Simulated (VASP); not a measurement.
## SiSbTe3: relaxation of cell and atoms with PBE

The system is SiSbTe3.

```
Si Sb Te
1.0
     3.80923    2.19926    4.28554
    -3.80923    2.19926    4.28554
     0.00000   -4.39852    4.28554
Si Sb Te
1 1 3
Direct
  0.19569 0.19569 0.19569
  0.52247 0.52247 0.52247
  0.48250 0.00545 0.48250
  0.48250 0.48250 0.00545
  0.00545 0.48250 0.48250
```

```yaml
Program: VASP 6.6.1
Task: relaxation of cell and atoms
Functional: PBE
Potentials_or_basis: VASP PAW PBE potentials, release 64 (Si, Sb, Te)
Cutoff: 600 eV
k_mesh: 6 × 6 × 6
Occupations: gaussian, width 0.1 eV
Spin: no spin polarisation
Dipole_correction: no
Further_INCAR_settings: ALGO = Normal; EDIFF = 1e-06; IBRION = 2; EDIFFG = -0.01; NSW = 100; ISIF = 3
```

| Property | Result |
| --- | --- |
| Relaxed volume | 45.34 Å³/atom |
| Relaxed cell | a = 6.292 Å, b = 6.292 Å, c = 6.292 Å, α = 74.74°, β = 74.74°, γ = 74.74° |
| Space group after relaxing (to 0.05 Å) | R3m (No. 160) |
| Energy gained by relaxing | 7.7 meV/atom |
| Ionic steps | 12 |
| Pressure after relaxing | 0.0 GPa |
| Largest force after relaxing | 0.008 eV/Å |

Forces on the atoms (eV/Å):
```
Si   0.000  0.000  0.008
Sb   0.000  0.000 -0.003
Te   0.001 -0.001 -0.002
Te   0.000  0.001 -0.002
Te  -0.001 -0.001 -0.002
```

The path:
```
step  energy change (eV)  largest force (eV/Å)  pressure (GPa)  volume (Å³)
   1              0.0000                0.3307            0.17       215.41
   2             -0.0104                0.2392            0.17       216.82
   3             -0.0240                0.1244            0.23       221.07
   4             -0.0311                0.0786           -0.07       224.26
   5             -0.0326                0.0822           -0.29       226.89
   6             -0.0377                0.0497           -0.10       226.91
   7             -0.0382                0.0357           -0.03       226.91
   8             -0.0382                0.0372           -0.02       226.91
   9             -0.0385                0.0150            0.00       226.68
  10             -0.0386                0.0121            0.02       226.57
  11             -0.0386                0.0125           -0.01       226.74
  12             -0.0386                0.0076           -0.01       226.69
```

Final structure:
```xyz
5
Lattice="3.8185 2.2046 4.4880 -3.8185 2.2046 4.4880 0.0000 -4.4093 4.4880" Properties=species:S:1:pos:R:3 pbc="T T T"
Si    0.0000    0.0000    2.6657
Sb    0.0000    0.0000    7.1454
Te    1.7999   -1.0392    4.3081
Te    0.0000    2.0784    4.3081
Te   -1.7999   -1.0392    4.3081
```

Levels at points of the mesh, in eV from the Fermi level:
| k point | band 11 | band 12 | band 13 | band 14 | band 15 | band 16 |
| --- | --- | --- | --- | --- | --- | --- |
| (0.00, 0.00, 0.00) | -1.20 | -0.46 | -0.46 | 0.33 | 1.46 | 2.53 |
| (0.50, 0.00, 0.00) | -1.23 | -1.15 | -0.82 | 0.00 | 1.47 | 2.43 |
| (0.50, 0.50, 0.00) | -1.31 | -1.30 | -0.10 | 0.06 | 0.84 | 1.43 |
| (0.50, 0.50, 0.50) | -0.46 | -0.46 | -0.05 | 0.51 | 0.58 | 0.98 |

Run time: 14 min on 1 thread of Intel(R) Xeon(R) Platinum 8259CL CPU @ 2.50GHz (Skylake/Cascade Lake), on a shared host, peak memory 0.48 GiB.

Caveat: spin-orbit coupling is left out, which moves the levels of the heavy elements.
